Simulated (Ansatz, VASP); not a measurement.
**Two plane-wave programs on Na**

```
Na
1.0
     3.61466    0.00000    0.00000
    -1.80733    3.13038    0.00000
     0.00000    0.00000    3.39778
Na
1
Cartesian
  0.0000 0.0000 0.0000
```

Alike in both runs: task single point; functional PBE; k mesh 16 × 16 × 15; occupations fermi-dirac, width 0.08 eV; collinear spin.

|  | VASP | Ansatz |
| --- | --- | --- |
| version | VASP 6.6.1 | Ansatz 0.2.0 |
| potentials or method | VASP PAW PBE potentials, release 64 (Na_pv) | PAW with Ansatz's default frozen-core files, scalar-relativistic |
| plane-wave cutoff (eV) | 520 | 420 |
| valence electrons in the cell | 7 | 9 |

|  | VASP | Ansatz | Ansatz less VASP |
| --- | --- | --- | --- |
| gap on the k mesh at the Fermi level (eV) | none | none | - |
| pressure (GPa) | 0.0 | 0.0 | +0.02 |
| net moment per atom (μB) | 0.00 | 0.00 | 0.000 |

A gap of «none» marks a metal or a gap that the smearing closes. With one functional, cell and mesh, what is left measures potentials, basis and numerics. VASP's potentials hold 7 valence electrons a cell and Ansatz's 9, so a difference there can come from the potentials and not from the codes. Ansatz's warnings: no starting moments, stability check not made.
